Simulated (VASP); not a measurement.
Here is a VASP 6.6.1 calculation.

File INCAR:

```
ALGO = Normal
EDIFF = 1E-6
ENCUT = 520
GGA = PS
ISIF = 2
ISMEAR = 0
LASPH = True
LCHARG = False
LREAL = False
LWAVE = False
NBANDS = 24
NELM = 80
PREC = Accurate
SIGMA = 0.05
```

Contents of KPOINTS:

```
k-points
0
Gamma
  6 6 6
```

The input POSCAR:

```
KCl
1.0
    0.0000000000     -3.1207041401     -3.1207041401
   -3.1207041401      0.0000000000     -3.1207041401
    3.1207041401      3.1207041401     -6.2414082803
K Cl
2 2
Direct
    0.4717250436      0.5597764903      0.4918648831
    0.0770856579      0.9239532759     -0.0081351169
    0.7230829979      0.7589723340      0.7589723340
    0.2230829979      0.2589723340      0.2589723340
```

Potentials or basis: VASP PAW PBE potentials, release 64 (K_sv, Cl).

Launch:

```bash
$ cat potpaw_PBE.64/K_sv/POTCAR potpaw_PBE.64/Cl/POTCAR > POTCAR
$ mpirun -np 1 vasp_std > vasp.out
```

Q: What does it give for the band gap on the k mesh?

A: 5.12 eV.

Q: Predict the largest force.

A: 0.806 eV/Å.

Forces on the atoms (eV/Å):
```
K    0.355  0.038  0.066
K   -0.273  0.757 -0.050
Cl  -0.045 -0.696 -0.029
Cl  -0.036 -0.099  0.013
```

Caveat: the cell differs from its parent crystal (atoms displaced along several vibrational modes); the PAW data sets were made with another functional, which shifts forces and pressure a little. A k mesh can miss the band edges.
